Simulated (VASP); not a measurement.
# MgO (P1) in VASP: a series of runs

The runs below take MgO through single point, with PBEsol.

All numbers are computed with VASP 6.6.1; they aren't measurements. Logs are shortened: lines on timing, memory, paths and dates and some standing lists are left out, and cuts for length are marked.

**1. The cell of the first run**

The typed cell holds 8 atoms: a = 3.255 Å, b = 3.255 Å, c = 10.415 Å, α = 90.00°, β = 90.00°, γ = 120.00°.

**2. Single point, PBEsol (atom 6 (O) moved by -0.520 Å along [1 0 0] and -0.260 Å along [0 0 1])**

INCAR reads:

```
SYSTEM = MgO
  PREC = Accurate
  ENCUT = 520
  EDIFF = 1E-7
  ISMEAR = 0
  SIGMA = 0.05
  LREAL = .FALSE.
  LASPH = .TRUE.
  NELM = 100
  ALGO = Normal
  ISIF = 2
  LWAVE = .FALSE.
  LCHARG = .FALSE.
  GGA = PS
  NBANDS = 26
```

KPOINTS reads:

```
regular mesh
0
G
  9 9 4
  0 0 0
```

POSCAR reads:

```
MgO
1.0
    3.2553371795      0.0000000000      0.0000000000
   -1.6276685897      2.8192046953      0.0000000000
    0.0000000000      0.0000000000     10.4149514991
Mg O
4 4
Direct
    0.3333333333      0.6666666667      0.9695963559
    0.0000000000      0.0000000000      0.2209473890
    0.0000000000      0.0000000000      0.7209473890
    0.6666666667      0.3333333333      0.4695963559
    0.3333333333      0.6666666667      0.7799156657
   -0.1597376773      0.0000000000      0.5045746589
    0.0000000000      0.0000000000      0.0295387694
    0.6666666667      0.3333333333      0.2799156657
```

Potentials or basis: VASP PAW PBE potentials, release 64 (Mg, O).

Run with:

```
$ cat potpaw_PBE.64/Mg/POTCAR potpaw_PBE.64/O/POTCAR > POTCAR
$ mpirun -np 1 vasp_std > vasp.out
```

OUTCAR:

```text
SYSTEM = MgO
   PREC = Accurate
   ENCUT = 520
   EDIFF = 1E-7
   ISMEAR = 0
   LREAL = .FALSE.
   LASPH = .TRUE.
   NELM = 100
   ISIF = 2
   GGA = PS

 ion  position               nearest neighbor table
   1  0.333  0.667  0.970-   5 1.98   7 1.98   7 1.98   7 1.98   3 3.20   3 3.20   3 3.20   2 3.22
                             2 3.22   2 3.22
   2  0.000  0.000  0.221-   8 1.98   8 1.98   8 1.98   7 1.99   4 3.20   4 3.20   4 3.20   1 3.22
                             1 3.22   1 3.22
   3  0.000  0.000  0.721-   5 1.98   5 1.98   5 1.98   6 2.31   1 3.20   1 3.20   1 3.20   4 3.22
                             4 3.22   4 3.22
   4  0.667  0.333  0.470-   6 1.50   8 1.98   6 1.98   6 2.37   2 3.20   2 3.20   2 3.20   3 3.22
                             3 3.22   3 3.22
   5  0.333  0.667  0.780-   1 1.98   3 1.98   3 1.98   3 1.98
   6  0.840  0.000  0.505-   4 1.50   4 1.98   3 2.31   4 2.37
   7  0.000  0.000  0.030-   1 1.98   1 1.98   1 1.98   2 1.99
   8  0.667  0.333  0.280-   4 1.98   2 1.98   2 1.98   2 1.98

  LATTYP: Found a hexagonal cell.
 ALAT       =     3.2553371795
 C/A-ratio  =     3.1993464655

  Lattice vectors:

 A1 = (   3.2553371795,   0.0000000000,   0.0000000000)
 A2 = (  -1.6276685897,   2.8192046953,   0.0000000000)
 A3 = (   0.0000000000,   0.0000000000,  10.4149514991)

Analysis of symmetry for initial positions (statically):
=====================================================================
 Subroutine PRICEL returns:
 Original cell was already a primitive cell.

 Routine SETGRP: Setting up the symmetry group for a
 hexagonal supercell.

 Subroutine GETGRP returns: Found  1 space group operations
 (whereof  1 operations were pure point group operations)
 out of a pool of 24 trial point group operations.

The static configuration has the point symmetry C_1 .

Analysis of symmetry for dynamics (positions and initial velocities):
=====================================================================
 Subroutine PRICEL returns:
 Original cell was already a primitive cell.

 Routine SETGRP: Setting up the symmetry group for a
 hexagonal supercell.

 Subroutine GETGRP returns: Found  1 space group operations
 (whereof  1 operations were pure point group operations)
 out of a pool of 24 trial point group operations.

The dynamic configuration has the point symmetry C_1 .

 Subroutine INISYM returns: Found  1 space group operations
 (whereof  1 operations are pure point group operations),
 and found     1 'primitive' translations

----------------------------------------------------------------------------------------

                                     Primitive cell
[... 107 lines left out ...]
   IBRION =     -1    ionic relax: 0-MD 1-quasi-New 2-CG
   NFREE  =      0    steps in history (QN), initial steepest desc. (CG)
   ISIF   =      2    stress and relaxation
   ISYM   =      2    0-nonsym 1-usesym 2-fastsym
   POTIM  = 0.5000    time-step for ionic-motion
   TEBEG  =    0.0;   TEEND  =   0.0 temperature during run
   PSTRESS=    0.0 pullay stress
   NELECT =      32.0000    total number of electrons
   NUPDOWN=      -1.0000    fix difference up-down
   EMIN   =  10.00;   EMAX   =-10.00  energy-range for DOS
   EFERMI =   0.00;   METHOD = LEGACY
   ISMEAR =     0;   SIGMA  =   0.05  broadening in eV -4-tet -1-fermi 0-gaus
   EFERMI_NEDOS =   21; number of points for ismear=-14 and -15
   IALGO  =     38    algorithm
   IMIX   =      4    mixing-type and parameters
     AMIX     =   0.40;   BMIX     =  1.00
     AMIX_MAG =   1.60;   BMIX_MAG =  1.00
  volume/ion in A,a.u.               =      11.95        80.63
  Fermi-wavevector in a.u.,A,eV,Ry     =   1.136750  2.148146 17.581449  1.292200
  Thomas-Fermi vector in A             =   2.273455
   LORBIT       =      0    0 simple, 1 ext, 2 COOP (PROOUT), +10 PAW based schemes
   GGA     = PS    functional components
   LHFCALC =     F    Hartree Fock is set to
   AEXX    =    0.0000 exact exchange contribution
   IVDW    =     0    specifies the selected vdW correction
   LEPSILON=     F    determine dielectric tensor
   LRPA    =     F    only Hartree local field effects (RPA)
 non-spin polarized calculation
 Gauss-broadening in eV      SIGMA  =   0.05
  energy-cutoff  :      520.00
  volume of cell :       95.58
 maximum number of plane-waves:      2616
   NGX = 13   NGY = 13   NGZ = 39

 number of electron      32.0000016 magnetization

 Free energy of the ion-electron system (eV)
  ---------------------------------------------------
  ext. energy  EPLUGINS =         0.00000000
  ---------------------------------------------------
  free energy    TOTEN  =       -45.94960854 eV

  energy without entropy =      -45.94960854  energy(sigma->0) =      -45.94960854

 E-fermi :   1.5299     XC(G=0):  -9.9144

 val. band max:        1.2717309442   @ k =   0.0000   0.0000   0.0000
 cond. band min:       3.8887197063   @ k =   0.0000   0.0000   0.0000
 fundamental gap:      2.6169887621
 Fermi energy:         1.5298925868

 k-point     1 :       0.0000    0.0000    0.0000
  band No.  band energies     occupation
      1     -15.6055      2.00000
      2     -14.8717      2.00000
      3     -14.8094      2.00000
      4     -13.9661      2.00000
      5      -2.6219      2.00000
      6      -1.2063      2.00000
[... 685 lines left out ...]
     25      12.6540      0.00000
     26      13.1485      0.00000

 [... further k-points ...]
[... 5 lines left out ...]
  --------------------------------------------------------------------------------------
  -------------------------------------------------------------------------------------
  Total       10.2949664      8.3412901      0.2680318    -10.5217190     -3.7255431      3.8445300
  in kB      172.5661765    139.8182839      4.4927991   -176.3670465    -62.4482587     64.4427395
  external PRESSURE =     105.6257531 kB  Pullay stress =       0.0000000 kB

 VOLUME and BASIS-vectors are now :
 -----------------------------------------------------------------------------
  energy-cutoff  :      520.00
  volume of cell :       95.58
      direct lattice vectors                 reciprocal lattice vectors
     3.255337180  0.000000000  0.000000000     0.307187841  0.177354983  0.000000000
    -1.627668590  2.819204695  0.000000000     0.000000000  0.354709965  0.000000000
     0.000000000  0.000000000 10.414951499     0.000000000  0.000000000  0.096015810

 POSITION                                       TOTAL-FORCE (eV/Angst)
 -----------------------------------------------------------------------------------
     -0.00000      1.87947     10.09830        -0.001972     -0.002486      0.515377
      0.00000      0.00000      2.30116        -0.061373     -0.000076      0.503528
      0.00000      0.00000      7.50863        -0.368919     -0.002361     -0.549262
      1.62767      0.93973      4.89082       -11.695869      9.179946     -4.788240
     -0.00000      1.87947      8.12278        -0.060094     -0.050473     -0.467381
      2.73534      0.00000      5.25512        12.369266     -9.214924      5.919549
      0.00000      0.00000      0.30764         0.001601      0.000184     -0.519953
      1.62767      0.93973      2.91531        -0.182639      0.090189     -0.613616
 -----------------------------------------------------------------------------------
    total drift:                               -0.000282      0.000330     -0.001650

  FREE ENERGIE OF THE ION-ELECTRON SYSTEM (eV)
  ---------------------------------------------------
  free  energy   TOTEN  =       -45.9496085354 eV

  energy  without entropy=      -45.9496085354  energy(sigma->0) =      -45.94960854
```

OSZICAR:

```text
N       E                     dE             d eps       ncg     rms          rms(c)
DAV:   1     0.141945538249E+03    0.14195E+03   -0.14446E+04  8476   0.107E+03
DAV:   2    -0.438456446346E+02   -0.18579E+03   -0.17454E+03 11078   0.234E+02
DAV:   3    -0.548292609029E+02   -0.10984E+02   -0.10926E+02 10718   0.581E+01
DAV:   4    -0.548976805875E+02   -0.68420E-01   -0.68388E-01  9818   0.532E+00
DAV:   5    -0.548980949900E+02   -0.41440E-03   -0.41434E-03 10498   0.413E-01    0.165E+01
DAV:   6    -0.462566444583E+02    0.86415E+01   -0.30714E+01  9622   0.323E+01    0.571E+00
DAV:   7    -0.460598636802E+02    0.19678E+00   -0.55755E-01  9378   0.502E+00    0.325E+00
DAV:   8    -0.459529784925E+02    0.10689E+00   -0.24233E-01 10738   0.472E+00    0.542E-01
DAV:   9    -0.459505283316E+02    0.24502E-02   -0.29194E-02 10446   0.111E+00    0.260E-01
DAV:  10    -0.459503658763E+02    0.16246E-03   -0.73128E-03 10586   0.516E-01    0.200E-01
DAV:  11    -0.459497252910E+02    0.64059E-03   -0.15438E-03 10664   0.365E-01    0.464E-02
DAV:  12    -0.459496456367E+02    0.79654E-04   -0.29635E-04 10594   0.157E-01    0.221E-02
DAV:  13    -0.459496111779E+02    0.34459E-04   -0.64525E-05 10516   0.105E-01    0.132E-02
DAV:  14    -0.459496093828E+02    0.17951E-05   -0.38542E-05 10614   0.389E-02    0.681E-03
DAV:  15    -0.459496085537E+02    0.82905E-06   -0.17156E-06 10592   0.955E-03    0.305E-03
DAV:  16    -0.459496085354E+02    0.18354E-07   -0.90535E-07 10592   0.692E-03
   1 F= -.45949609E+02 E0= -.45949609E+02  d E =-.402751E-15
```

Run time: 4.1 min. Hardware: 1 thread of Intel Xeon Platinum 8375C at 2.90GHz (Ice Lake), shared host; peak memory 0.42 GiB.

Results:

* Free energy: -45.9496 eV
* Pressure: 10.6 GPa
* Largest force: 16.521 eV/Å
* Band gap on the k mesh: 2.62 eV, direct

Forces in eV/Å, atoms in the order of the input:
```
Mg   -0.002  -0.002   0.515
Mg   -0.061   0.000   0.504
Mg   -0.369  -0.002  -0.549
Mg  -11.696   9.180  -4.788
O    -0.060  -0.050  -0.467
O    12.369  -9.215   5.920
O     0.002   0.000  -0.520
O    -0.183   0.090  -0.614
```

Caveat: the cell differs from its parent crystal (atom 6 (O) moved by -0.520 Å along [1 0 0] and -0.260 Å along [0 0 1]); the PAW data sets were made with another functional, which shifts forces and pressure a little. A k mesh can miss the band edges.

**3. Single point, PBEsol (atom 6 (O) moved by -0.650 Å along [1 0 0] and -0.520 Å along [0 0 1])**

INCAR reads:

```
ALGO = Normal
EDIFF = 1E-6
ENCUT = 520
GGA = PS
ISIF = 2
ISMEAR = 0
LASPH = True
LCHARG = False
LREAL = False
LWAVE = False
NBANDS = 26
NELM = 60
PREC = Accurate
SIGMA = 0.05
```

KPOINTS reads:

```
k-points
0
Gamma
  9 9 4
```

Changes to POSCAR since step 2:

```diff
@@ -13,3 +13,3 @@
     0.3333333333      0.6666666667      0.7799156657
-   -0.1597376773      0.0000000000      0.5045746589
+   -0.1996720967      0.0000000000      0.4796105484
     0.0000000000      0.0000000000      0.0295387694
```

Potentials or basis: VASP PAW PBE potentials, release 64 (Mg, O).

Run with:

```
$ cat potpaw_PBE.64/Mg/POTCAR potpaw_PBE.64/O/POTCAR > POTCAR
$ mpirun -np 1 vasp_std > vasp.out
```

OUTCAR:

```text
EDIFF = 1E-6
   ENCUT = 520
   GGA = PS
   ISIF = 2
   ISMEAR = 0
   LASPH = True
   LREAL = False
   NELM = 60
   PREC = Accurate

 ion  position               nearest neighbor table
   1  0.333  0.667  0.970-   5 1.98   7 1.98   7 1.98   7 1.98   3 3.20   3 3.20   3 3.20   2 3.22
                             2 3.22   2 3.22
   2  0.000  0.000  0.221-   8 1.98   8 1.98   8 1.98   7 1.99   6 2.77   4 3.20   4 3.20   4 3.20
                             1 3.22   1 3.22   1 3.22
   3  0.000  0.000  0.721-   5 1.98   5 1.98   5 1.98   6 2.60   1 3.20   1 3.20   1 3.20   4 3.22
                             4 3.22   4 3.22
   4  0.667  0.333  0.470-   6 1.36   8 1.98   6 1.99   6 2.47   2 3.20   2 3.20   2 3.20   3 3.22
                             3 3.22   3 3.22
   5  0.333  0.667  0.780-   1 1.98   3 1.98   3 1.98   3 1.98
   6  0.800  0.000  0.480-   4 1.36   4 1.99   4 2.47   3 2.60   2 2.77
   7  0.000  0.000  0.030-   1 1.98   1 1.98   1 1.98   2 1.99
   8  0.667  0.333  0.280-   4 1.98   2 1.98   2 1.98   2 1.98

 -----------------------------------------------------------------------------
|                                                                             |
|           W    W    AA    RRRRR   N    N  II  N    N   GGGG   !!!           |
|           W    W   A  A   R    R  NN   N  II  NN   N  G    G  !!!           |
|           W    W  A    A  R    R  N N  N  II  N N  N  G       !!!           |
|           W WW W  AAAAAA  RRRRR   N  N N  II  N  N N  G  GGG   !            |
|           WW  WW  A    A  R   R   N   NN  II  N   NN  G    G                |
|           W    W  A    A  R    R  N    N  II  N    N   GGGG   !!!           |
|                                                                             |
|     The distance between some ions is very small. Please check the          |
|     nearest-neighbor list in the OUTCAR file.                               |
|     I HOPE YOU KNOW WHAT YOU ARE DOING!                                     |
|                                                                             |
 -----------------------------------------------------------------------------

  LATTYP: Found a hexagonal cell.
 ALAT       =     3.2553371795
[... 171 lines left out ...]
   GGA     = PS    functional components
   LHFCALC =     F    Hartree Fock is set to
   AEXX    =    0.0000 exact exchange contribution
   IVDW    =     0    specifies the selected vdW correction
   LEPSILON=     F    determine dielectric tensor
   LRPA    =     F    only Hartree local field effects (RPA)
 non-spin polarized calculation
 Gauss-broadening in eV      SIGMA  =   0.05
  energy-cutoff  :      520.00
  volume of cell :       95.58
 maximum number of plane-waves:      2616
   NGX = 13   NGY = 13   NGZ = 39

 number of electron      32.0000015 magnetization

 Free energy of the ion-electron system (eV)
  ---------------------------------------------------
  ext. energy  EPLUGINS =         0.00000000
  ---------------------------------------------------
  free energy    TOTEN  =       -41.95646678 eV

  energy without entropy =      -41.95646678  energy(sigma->0) =      -41.95646678

 E-fermi :   2.2238     XC(G=0):  -9.9131

 val. band max:        1.9448484906   @ k =   0.0000   0.0000   0.0000
 cond. band min:       3.3527776591   @ k =   0.0000   0.0000   0.0000
 fundamental gap:      1.4079291686
 Fermi energy:         2.2237877808

 k-point     1 :       0.0000    0.0000    0.0000
  band No.  band energies     occupation
      1     -16.1104      2.00000
      2     -14.7882      2.00000
      3     -14.6616      2.00000
      4     -13.3169      2.00000
      5      -2.9784      2.00000
      6      -1.1974      2.00000
[... 685 lines left out ...]
     25      12.7428      0.00000
     26      13.2938      0.00000

 [... further k-points ...]
[... 5 lines left out ...]
  --------------------------------------------------------------------------------------
  -------------------------------------------------------------------------------------
  Total       19.6673287     19.7731345     -0.2017153    -20.9876585     -2.7833745      2.2950308
  in kB      329.6674869    331.4410252     -3.3811907   -351.7991062    -46.6554498     38.4697407
  external PRESSURE =     219.2424405 kB  Pullay stress =       0.0000000 kB

 VOLUME and BASIS-vectors are now :
 -----------------------------------------------------------------------------
  energy-cutoff  :      520.00
  volume of cell :       95.58
      direct lattice vectors                 reciprocal lattice vectors
     3.255337180  0.000000000  0.000000000     0.307187841  0.177354983  0.000000000
    -1.627668590  2.819204695  0.000000000     0.000000000  0.354709965  0.000000000
     0.000000000  0.000000000 10.414951499     0.000000000  0.000000000  0.096015810

 POSITION                                       TOTAL-FORCE (eV/Angst)
 -----------------------------------------------------------------------------------
     -0.00000      1.87947     10.09830        -0.001040     -0.002961      0.938663
      0.00000      0.00000      2.30116        -0.088184     -0.003179      0.946699
      0.00000      0.00000      7.50863        -0.336817     -0.006104     -0.152489
      1.62767      0.93973      4.89082       -22.421049     20.795372     -4.776819
     -0.00000      1.87947      8.12278        -0.043377     -0.050144     -0.858175
      2.60534      0.00000      4.99512        23.238326    -20.937605      6.183106
      0.00000      0.00000      0.30764         0.002626      0.000487     -0.948729
      1.62767      0.93973      2.91531        -0.350484      0.204133     -1.332258
 -----------------------------------------------------------------------------------
    total drift:                               -0.000508      0.000971     -0.000134

  FREE ENERGIE OF THE ION-ELECTRON SYSTEM (eV)
  ---------------------------------------------------
  free  energy   TOTEN  =       -41.9564667783 eV

  energy  without entropy=      -41.9564667783  energy(sigma->0) =      -41.95646678
```

OSZICAR:

```text
N       E                     dE             d eps       ncg     rms          rms(c)
DAV:   1     0.146845639489E+03    0.14685E+03   -0.14464E+04  8476   0.107E+03
DAV:   2    -0.409642597362E+02   -0.18781E+03   -0.17573E+03 11170   0.234E+02
DAV:   3    -0.522226499961E+02   -0.11258E+02   -0.11197E+02 10614   0.591E+01
DAV:   4    -0.522923566452E+02   -0.69707E-01   -0.69677E-01  9894   0.538E+00
DAV:   5    -0.522927799684E+02   -0.42332E-03   -0.42328E-03 10598   0.418E-01    0.175E+01
DAV:   6    -0.424175463252E+02    0.98752E+01   -0.33262E+01  9808   0.344E+01    0.594E+00
DAV:   7    -0.421409061314E+02    0.27664E+00   -0.76149E-01  9926   0.605E+00    0.334E+00
DAV:   8    -0.419607940722E+02    0.18011E+00   -0.33940E-01 10456   0.562E+00    0.544E-01
DAV:   9    -0.419596224926E+02    0.11716E-02   -0.47731E-02 10438   0.144E+00    0.356E-01
DAV:  10    -0.419577288157E+02    0.18937E-02   -0.11186E-02 10376   0.669E-01    0.201E-01
DAV:  11    -0.419566746779E+02    0.10541E-02   -0.15712E-03 10560   0.415E-01    0.638E-02
DAV:  12    -0.419564992385E+02    0.17544E-03   -0.51415E-04 10544   0.209E-01    0.301E-02
DAV:  13    -0.419564713544E+02    0.27884E-04   -0.16273E-04 10488   0.109E-01    0.170E-02
DAV:  14    -0.419564666806E+02    0.46738E-05   -0.42275E-05 10246   0.381E-02    0.584E-03
DAV:  15    -0.419564667783E+02   -0.97663E-07   -0.35117E-06 10318   0.184E-02
   1 F= -.41956467E+02 E0= -.41956467E+02  d E =-.656487E-17
```

Wall time 3.6 min (1 thread of Intel Xeon Platinum 8488C (Sapphire Rapids), shared host); peak memory 0.42 GiB.

Results:

* Free energy: -41.9565 eV
* Pressure: 21.9 GPa
* Largest force: 31.885 eV/Å
* Band gap on the k mesh: 1.41 eV, direct

Forces on the atoms (eV/Å):
```
Mg   -0.001  -0.003   0.939
Mg   -0.088  -0.003   0.947
Mg   -0.337  -0.006  -0.152
Mg  -22.421  20.795  -4.777
O    -0.043  -0.050  -0.858
O    23.238 -20.938   6.183
O     0.003   0.000  -0.949
O    -0.350   0.204  -1.332
```

Stress tensor (GPa, compression positive):
```
 32.97 -35.18   3.85
-35.18  33.14  -4.67
  3.85  -4.67  -0.34
```

Caveat: the cell differs from its parent crystal (atom 6 (O) moved by -0.650 Å along [1 0 0] and -0.520 Å along [0 0 1]); the PAW data sets were made with another functional, which shifts forces and pressure a little. A k mesh can miss the band edges.
